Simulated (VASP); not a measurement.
Runs of VASP 6.6.1 on TaN. The structure is that of space group P6/mmm (No. 191), or close to it. The cells are those of the table. 

| task | cell | gap on the mesh (eV) | pressure (GPa) |
| --- | --- | --- | --- |
| single point | a = 5.177, b = 5.177, c = 2.911 Å, angles 90.0, 90.0, 120.0°, 6 atoms | none | (b) |
| single point | a = 5.124, b = 5.124, c = 2.900 Å, angles 90.0, 90.0, 120.0°, 6 atoms | none | 11.0 |
| single point | a = 5.156, b = 5.156, c = 2.907 Å, angles 90.0, 90.0, 120.0°, 6 atoms | none | (a) |
| single point | a = 5.206, b = 5.206, c = 2.917 Å, angles 90.0, 90.0, 120.0°, 6 atoms | none | -1.1 |
| relaxation of cell and atoms | relaxed from a = 5.191, b = 5.191, c = 2.908 Å, angles 90.0, 90.0, 120.0°, 6 atoms | none | 0.0 |
| single point | a = 5.192, b = 5.192, c = 2.914 Å, angles 90.0, 90.0, 120.0°, 6 atoms | none | 0.8 |
| relaxation of cell and atoms | relaxed to -2 GPa from a = 5.191, b = 5.191, c = 2.908 Å, angles 90.0, 90.0, 120.0°, 6 atoms | none | -2.0 |

Alike in all rows: level PBEsol; potentials or basis VASP PAW PBE potentials, release 64 (Ta_pv, N); no spin polarisation; k mesh 6 × 6 × 9; cutoff (eV) 600; smearing gaussian 0.1 eV.

Problem. Estimate the missing entries.

Solution. (a) 5.9; (b) 2.8.

Caveats: the PAW data sets were made with another functional, which shifts forces and pressure a little; spin-orbit coupling is left out, which moves the levels of the heavy elements; the cell is relaxed towards a set pressure, so the enthalpy falls and the energy may rise (some runs).

A k mesh can miss the band edges, and the runs leave out spin-orbit coupling on Ta.

A gap of «none» marks levels without a gap at the run's occupations.
